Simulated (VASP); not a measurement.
The system is LiF.

```
Li F
1.0
     2.58797    0.00000    0.00000
     0.00000    2.51626    0.00000
     0.00000    0.00000    2.51626
Li F
1 1
Direct
  0.00000 0.00000 0.00000
  0.50000 0.50000 0.50000
```

This cell differs from its parent crystal: uniaxial x strain +2.9%.

Base run:

- Program: VASP 6.6.1
- Functional: PBE
- Potentials or basis: VASP PAW PBE potentials, release 64 (Li_sv, F)
- Cutoff: 520 eV
- k mesh: 10 × 10 × 10
- Occupations: fermi-dirac, width 0.02 eV
- Spin: no spin polarisation

Its results: band gap on the k mesh 7.62 eV, indirect (least direct gap 8.28 eV).

Problem. The run is repeated on the same cell with these changes: functional from PBE to r2SCAN; occupations from fermi-dirac, width 0.02 eV to gaussian, width 0.01 eV. What comes out?

Solution. Band gap on the k mesh 8.75 eV, indirect (least direct gap 9.43 eV).

A k mesh can miss the band edges.
